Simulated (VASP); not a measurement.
A run of VASP 6.6.1:

The input INCAR:

```
ALGO = Normal
EDIFF = 1E-6
ENCUT = 600
GGA = PE
GGA_COMPAT = F
ISIF = 2
ISMEAR = 0
LASPH = T
LCHARG = F
LREAL = F
LWAVE = F
NBANDS = 21
NELM = 120
PREC = Accurate
SIGMA = 0.1
```

File KPOINTS:

```
k-points
0
Gamma
  6 4 2
```

File POSCAR:

```
Mg2BeS3
1.0
    3.5264876300      0.0000000000      0.0000000000
    0.0000000000      4.3923698800      0.0000000000
    0.0000000000      0.0000000000      7.6262992700
Mg Be S
2 1 3
Direct
    0.0000000000      0.5000000000      0.0282520000
    0.0000000000      0.0000000000      0.4849210100
    0.5000000000      0.5000000000      0.3249149900
    0.5000000000      0.0000000000      0.8361600000
    0.5000000000      0.0000000000      0.1815239900
    0.5000000000      0.5000000000      0.6442279800
```

Potentials or basis: VASP PAW PBE potentials, release 64 (Mg, Be, S).

Run with:

```bash
$ cat potpaw_PBE.64/Mg/POTCAR potpaw_PBE.64/Be/POTCAR potpaw_PBE.64/S/POTCAR > POTCAR
$ mpirun -np 1 vasp_std > vasp.out
```

Hardware: 1 thread of Intel Xeon 8259CL (shared host).

**Question.** Estimate the wall time of this run.

**Answer.** Wall time 2.1 min on 1 thread of Intel Xeon 8259CL, on a shared host, peak memory 0.25 GiB. Counts: scf iterations 14, k points 24.
